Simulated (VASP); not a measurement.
Runs of VASP 6.6.1 on MgO. Symmetry: P-6m2, No. 187, hexagonal system. Conventional cell: a = 2.938 Å, b = 2.938 Å, c = 2.680 Å, α = 90.00°, β = 90.00°, γ = 120.00°. Mg (site symmetry -6m2) has 6 O at 2.16 Å and 8 Mg at 2.68 to 2.94 Å within 3.0 Å. O (site symmetry -6m2) has 6 Mg at 2.16 Å and 8 O at 2.68 to 2.94 Å within 3.0 Å. 

| level | potentials or basis | U | smearing | gap on the mesh (eV) | pressure (GPa) |
| --- | --- | --- | --- | --- | --- |
| PBEsol+U | VASP PAW PBE potentials, release 64 (Mg, O) | O p U = 3.9 eV | gaussian 0.1 eV | 3.10 | -6.2 |
| PBE+D3(BJ)+U | VASP PAW PBE potentials, release 64 (Mg, O) | O p U = 8.2 eV | gaussian 0.1 eV | (a) | -9.3 |
| PBE+U | VASP PAW PBE potentials, release 64 (Mg, O) | O p U = 6.8 eV | gaussian 0.01 eV | (b) | -4.1 |
| LDA+U | VASP PAW LDA potentials, release 64 (Mg, O) | O p U = 3.4 eV | gaussian 0.1 eV | 3.10 | -12.7 |
| PBE+U | VASP PAW PBE potentials, release 64 (Mg, O) | O p U = 5.9 eV | gaussian 0.1 eV | 3.29 | (c) |

Alike in all rows: task single point; no spin polarisation; cell as given; k mesh 6 × 6 × 6; cutoff (eV) 600.

Task: Fill in the values left out.

Result: (a) 3.41; (b) 3.33; (c) -3.7.

Caveats: the cell stands under tension; the PAW data sets were made with another functional, which shifts forces and pressure a little (at least some runs).

A k mesh can miss the band edges.
